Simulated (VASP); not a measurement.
# Mg2Ti3O3 (Cmmm) in VASP: single point with PBE

Aim: the single point of Mg2Ti3O3 with PBE.

Program: VASP 6.6.1. These are calculated values, not measurements. Logs are shortened: lines on timing, memory, paths and dates and some standing lists are left out, and cuts for length are marked.

## (1) The cell of the first run

It takes space group Cmmm (No. 65, orthorhombic). Conventional cell: a = 5.679 Å, b = 6.226 Å, c = 7.762 Å, α = 90.00°, β = 90.00°, γ = 90.00°. Mg (site symmetry 2/m) has 2 O at 2.11 Å and 2 Mg at 2.84 Å within 2.9 Å. Within 2.5 Å of Ti (site symmetry mmm) lie 2 O at 1.86 Å. Ti (site symmetry mm2) has 2 O at 1.87 Å within 2.5 Å. O (site symmetry m2m) has 3 Ti at 1.86 to 1.87 Å and 1 O at 2.50 Å within 2.6 Å. Within 2.8 Å of O (site symmetry mmm) lie 4 Mg at 2.11 Å.

The cell was generated, and may not be a known phase.

## (2) Single point, PBE

The input, INCAR:

```
  PREC = Accurate
  ENCUT = 520
  EDIFF = 1E-7
  ISMEAR = 0
  SIGMA = 0.1
  LREAL = False
  LASPH = True
  NELM = 100
  ALGO = Normal
  ISIF = 2
  LWAVE = False
  LCHARG = False
  GGA = PE
  NBANDS = 39
```

The input, KPOINTS:

```
Automatic mesh
0
Gamma
  8 8 4
```

The input, POSCAR:

```
Mg2Ti3O3
1.0
    2.8393272482     -3.1131760876      0.0000000000
    2.8393272482      3.1131760876      0.0000000000
    0.0000000000      0.0000000000      7.7621618100
Mg Ti O
2 3 3
Direct
    0.0000000000      0.5000000000      0.0000000000
    0.5000000000      0.0000000000      0.0000000000
    0.0000000000      0.0000000000      0.5000000000
    0.5000000000      0.5000000000      0.3208417675
    0.5000000000      0.5000000000      0.6791582325
    0.7009559164      0.2990440836      0.5000000000
    0.2990440836      0.7009559164      0.5000000000
    0.0000000000      0.0000000000      0.0000000000
```

Potentials or basis: VASP PAW PBE potentials, release 64 (Mg, Ti_sv, O).

Launch:

```sh
> cat potpaw_PBE.64/Mg/POTCAR potpaw_PBE.64/Ti_sv/POTCAR potpaw_PBE.64/O/POTCAR > POTCAR
> mpirun -np 1 vasp_std > vasp.out
```

OUTCAR:

```text
PREC = Accurate
   ENCUT = 520
   EDIFF = 1E-7
   ISMEAR = 0
   LREAL = False
   LASPH = True
   NELM = 100
   ISIF = 2
   GGA = PE

 ion  position               nearest neighbor table
   1  0.000  0.500  0.000-   8 2.11   8 2.11   2 2.84   2 2.84   2 3.11   2 3.11   5 3.26   4 3.26
                             5 3.26   4 3.26
   2  0.500  0.000  0.000-   8 2.11   8 2.11   1 2.84   1 2.84   1 3.11   1 3.11   5 3.26   4 3.26
                             5 3.26   4 3.26
   3  0.000  0.000  0.500-   6 1.86   7 1.86
   4  0.500  0.500  0.321-   6 1.87   7 1.87   5 2.78   2 3.26   1 3.26   2 3.26   1 3.26
   5  0.500  0.500  0.679-   6 1.87   7 1.87   4 2.78   2 3.26   1 3.26   2 3.26   1 3.26
   6  0.701  0.299  0.500-   3 1.86   4 1.87   5 1.87
   7  0.299  0.701  0.500-   3 1.86   4 1.87   5 1.87
   8  0.000  0.000  0.000-   1 2.11   2 2.11   1 2.11   2 2.11

  LATTYP: Found a base centered orthorhombic cell.
 ALAT       =     5.6786544964
 B/A-ratio  =     1.0964484948
 C/A-ratio  =     1.3669015812

  Lattice vectors:

 A1 = (   2.8393272482,  -3.1131760876,   0.0000000000)
 A2 = (   2.8393272482,   3.1131760876,   0.0000000000)
 A3 = (   0.0000000000,   0.0000000000,   7.7621618100)

Analysis of symmetry for initial positions (statically):
=====================================================================
 Subroutine PRICEL returns:
 Original cell was already a primitive cell.

 Routine SETGRP: Setting up the symmetry group for a
 base centered orthorhombic supercell.

 Subroutine GETGRP returns: Found  8 space group operations
 (whereof  8 operations were pure point group operations)
 out of a pool of  8 trial point group operations.

The static configuration has the point symmetry D_2h.

Analysis of symmetry for dynamics (positions and initial velocities):
=====================================================================
 Subroutine PRICEL returns:
 Original cell was already a primitive cell.

 Routine SETGRP: Setting up the symmetry group for a
 base centered orthorhombic supercell.

 Subroutine GETGRP returns: Found  8 space group operations
 (whereof  8 operations were pure point group operations)
 out of a pool of  8 trial point group operations.

The dynamic configuration has the point symmetry D_2h.

 Subroutine INISYM returns: Found  8 space group operations
 (whereof  8 operations are pure point group operations),
 and found     1 'primitive' translations

----------------------------------------------------------------------------------------

                                     Primitive cell

  volume of cell :     137.2246

  direct lattice vectors                    reciprocal lattice vectors
     2.839327248 -3.113176088  0.000000000     0.176098053 -0.160607684  0.000000000
     2.839327248  3.113176088  0.000000000     0.176098053  0.160607684  0.000000000
     0.000000000  0.000000000  7.762161810     0.000000000  0.000000000  0.128830089

  length of vectors
     4.213507396  4.213507396  7.762161810     0.238338734  0.238338734  0.128830089

  position of ions in fractional coordinates (direct lattice)
     0.000000000  0.500000000  0.000000000
     0.500000000  0.000000000  0.000000000
     0.000000000  0.000000000  0.500000000
     0.500000000  0.500000000  0.320841767
     0.500000000  0.500000000  0.679158233
     0.700955916  0.299044084  0.500000000
     0.299044084  0.700955916  0.500000000
     0.000000000  0.000000000  0.000000000

  ion indices of the primitive-cell ions
   primitive index   ion index
                 1           1
                 2           2
                 3           3
                 4           4
                 5           5
                 6           6
                 7           7
                 8           8

----------------------------------------------------------------------------------------

 KPOINTS: Automatic mesh

Automatic generation of k-mesh.
 Grid dimensions read from file:
 generate k-points for:    8    8    4

 Generating k-lattice:

  Cartesian coordinates                     Fractional coordinates (reciprocal lattice)
     0.022012257 -0.020075960  0.000000000     0.125000000  0.000000000  0.000000000
     0.022012257  0.020075960  0.000000000     0.000000000  0.125000000  0.000000000
     0.000000000  0.000000000  0.032207522     0.000000000  0.000000000  0.250000000

  Length of vectors
     0.029792342  0.029792342  0.032207522

  Shift w.r.t. Gamma in fractional coordinates (k-lattice)
     0.000000000  0.000000000  0.000000000

 Subroutine IBZKPT returns following result:
 ===========================================

 Found     63 irreducible k-points:

 Following reciprocal coordinates:
            Coordinates               Weight
  0.000000  0.000000  0.000000      1.000000
  0.125000  0.000000  0.000000      4.000000
  0.250000  0.000000  0.000000      4.000000
  0.375000  0.000000  0.000000      4.000000
  0.500000  0.000000  0.000000      2.000000
  0.125000  0.125000  0.000000      2.000000
[... 16 lines left out ...]
  0.125000  0.000000  0.250000      8.000000
  0.250000  0.000000  0.250000      8.000000
 [... further k-points ...]
   k-points           NKPTS =     63   k-points in BZ     NKDIM =     63   number of bands    NBANDS=     39
   number of dos      NEDOS =    301   number of ions     NIONS =      8
   total plane-waves  NPLWV =  61440
   dimension x,y,z NGX =    32 NGY =   32 NGZ =   60
   dimension x,y,z NGXF=    64 NGYF=   64 NGZF=  120
   ions per type =               2   3   3
   NGX,Y,Z   is equivalent  to a cutoff of  12.63, 12.63, 12.85 a.u.
   NGXF,Y,Z  is equivalent  to a cutoff of  25.25, 25.25, 25.70 a.u.
 SYSTEM =  unknown system
   PREC   = accura    normal or accurate (medium, high low for compatibility)
   ISTART =      0    job   : 0-new  1-cont  2-samecut
   ICHARG =      2    charge: 1-file 2-atom 10-const
   ISPIN  =      1    spin polarized calculation?
   LNONCOLLINEAR =      F non collinear calculations
   LSORBIT =      F    spin-orbit coupling
   LASPH  =      T    aspherical Exc in radial PAW
   ENCUT  =  520.0 eV  38.22 Ry    6.18 a.u.   7.83  7.83 14.43*2*pi/ulx,y,z
   NELM   =    100;   NELMIN=  2; NELMDL= -5     # of ELM steps
   EDIFF  = 0.1E-06   stopping-criterion for ELM
   LREAL  =      F    real-space projection
   EDIFFG = 0.1E-05   stopping-criterion for IOM
   NSW    =      0    number of steps for IOM
   IBRION =     -1    ionic relax: 0-MD 1-quasi-New 2-CG
   NFREE  =      0    steps in history (QN), initial steepest desc. (CG)
   ISIF   =      2    stress and relaxation
   ISYM   =      2    0-nonsym 1-usesym 2-fastsym
   POTIM  = 0.5000    time-step for ionic-motion
   TEBEG  =    0.0;   TEEND  =   0.0 temperature during run
   PSTRESS=    0.0 pullay stress
   NELECT =      58.0000    total number of electrons
   NUPDOWN=      -1.0000    fix difference up-down
   EMIN   =  10.00;   EMAX   =-10.00  energy-range for DOS
   EFERMI =   0.00;   METHOD = LEGACY
   ISMEAR =     0;   SIGMA  =   0.10  broadening in eV -4-tet -1-fermi 0-gaus
   EFERMI_NEDOS =   21; number of points for ismear=-14 and -15
   IALGO  =     38    algorithm
   IMIX   =      4    mixing-type and parameters
     AMIX     =   0.40;   BMIX     =  1.00
     AMIX_MAG =   1.60;   BMIX_MAG =  1.00
  volume/ion in A,a.u.               =      17.15       115.75
  Fermi-wavevector in a.u.,A,eV,Ry     =   1.228590  2.321698 20.537080  1.509433
  Thomas-Fermi vector in A             =   2.363509
   LORBIT       =      0    0 simple, 1 ext, 2 COOP (PROOUT), +10 PAW based schemes
   GGA     = PE    functional components
   LHFCALC =     F    Hartree Fock is set to
   AEXX    =    0.0000 exact exchange contribution
   IVDW    =     0    specifies the selected vdW correction
   LEPSILON=     F    determine dielectric tensor
   LRPA    =     F    only Hartree local field effects (RPA)
 non-spin polarized calculation
 Gauss-broadening in eV      SIGMA  =   0.10
  energy-cutoff  :      520.00
  volume of cell :      137.22
 maximum number of plane-waves:      3734
   NGX = 15   NGY = 15   NGZ = 29

 number of electron      57.9999992 magnetization

 Free energy of the ion-electron system (eV)
  ---------------------------------------------------
  ext. energy  EPLUGINS =         0.00000000
  ---------------------------------------------------
  free energy    TOTEN  =       -50.20161633 eV

  energy without entropy =      -50.18032419  energy(sigma->0) =      -50.19097026

 E-fermi :   4.6303     XC(G=0):  -9.6268

 val. band max:        4.6086662608   @ k =   0.5000   0.5000   0.5000
 cond. band min:       4.6388733520   @ k =   0.3750   0.1250   0.2500
 fundamental gap:      0.0302070913
 Fermi energy:         4.6302722484

 k-point     1 :       0.0000    0.0000    0.0000
  band No.  band energies     occupation
      1     -53.1562      2.00000
      2     -53.1080      2.00000
      3     -52.9871      2.00000
      4     -29.8827      2.00000
      5     -29.7116      2.00000
      6     -29.4671      2.00000
[... 31 lines left out ...]
     38       6.6612      0.00000
     39       6.7039      0.00000

 k-point     2 :       0.1250    0.0000    0.0000
  band No.  band energies     occupation
      1     -53.1559      2.00000
      2     -53.1079      2.00000
      3     -52.9873      2.00000
      4     -29.8893      2.00000
      5     -29.6991      2.00000
      6     -29.4734      2.00000
[... 31 lines left out ...]
     38       6.5671      0.00000
     39       6.7392      0.00000

 k-point     3 :       0.2500    0.0000    0.0000
  band No.  band energies     occupation
      1     -53.1552      2.00000
      2     -53.1078      2.00000
      3     -52.9878      2.00000
      4     -29.9031      2.00000
      5     -29.6677      2.00000
      6     -29.4965      2.00000
[... 832 lines left out ...]
 k-point    23 :       0.1250    0.0000    0.2500
  band No.  band energies     occupation
      1     -53.1559      2.00000
      2     -53.1079      2.00000
      3     -52.9873      2.00000
      4     -29.8891      2.00000
      5     -29.6991      2.00000
      6     -29.4734      2.00000
[... 31 lines left out ...]
     38       6.5987      0.00000
     39       6.7753      0.00000

 k-point    24 :       0.2500    0.0000    0.2500
  band No.  band energies     occupation
      1     -53.1552      2.00000
      2     -53.1078      2.00000
      3     -52.9878      2.00000
      4     -29.9029      2.00000
      5     -29.6677      2.00000
      6     -29.4964      2.00000
[... 31 lines left out ...]
     38       6.5779      0.00000
     39       6.6260      0.00000

 [... further k-points ...]
[... 5 lines left out ...]
  --------------------------------------------------------------------------------------
  -------------------------------------------------------------------------------------
  Total       -0.1584447      0.3664765      0.1891425     -0.0000000      0.0000000      0.0000000
  in kB       -1.8499345      4.2788284      2.2083498     -0.0000000      0.0000000      0.0000000
  external PRESSURE =       1.5457479 kB  Pullay stress =       0.0000000 kB

 VOLUME and BASIS-vectors are now :
 -----------------------------------------------------------------------------
  energy-cutoff  :      520.00
  volume of cell :      137.22
      direct lattice vectors                 reciprocal lattice vectors
     2.839327248 -3.113176088  0.000000000     0.176098053 -0.160607684  0.000000000
     2.839327248  3.113176088  0.000000000     0.176098053  0.160607684  0.000000000
     0.000000000  0.000000000  7.762161810     0.000000000  0.000000000  0.128830089

 POSITION                                       TOTAL-FORCE (eV/Angst)
 -----------------------------------------------------------------------------------
      1.41966      1.55659      0.00000        -0.000000      0.000000      0.000000
      1.41966     -1.55659      0.00000        -0.000000      0.000000      0.000000
      0.00000      0.00000      3.88108        -0.000000      0.000000      0.000000
      2.83933      0.00000      2.49043         0.000000      0.000000     -0.131140
      2.83933      0.00000      5.27174        -0.000000      0.000000      0.131140
      2.83933     -1.25122      3.88108        -0.000000     -0.047038      0.000000
      2.83933      1.25122      3.88108        -0.000000      0.047038      0.000000
      0.00000      0.00000      0.00000        -0.000000      0.000000      0.000000
 -----------------------------------------------------------------------------------
    total drift:                               -0.000000      0.000000     -0.000000

  FREE ENERGIE OF THE ION-ELECTRON SYSTEM (eV)
  ---------------------------------------------------
  free  energy   TOTEN  =       -50.2016163276 eV

  energy  without entropy=      -50.1803241915  energy(sigma->0) =      -50.19097026
```

It took 3.6 min on 1 thread of Intel Xeon 6975P-C (Granite Rapids), shared host; peak memory 0.41 GiB.

Results:

```yaml
Free_energy: -50.2016 eV
Pressure: 0.2 GPa
Largest_force: 0.131 eV/Å
Band_gap_on_the_k_mesh: zero (bands 29 and 30 overlap by 0.31 eV)
```

Forces on the atoms (eV/Å):
```
Mg   0.000  0.000  0.000
Mg   0.000  0.000  0.000
Ti   0.000  0.000  0.000
Ti   0.000  0.000 -0.131
Ti   0.000  0.000  0.131
O    0.000 -0.047  0.000
O    0.000  0.047  0.000
O    0.000  0.000  0.000
```

The gap in the log of VASP goes by the Fermi energy; the results here count the filled bands.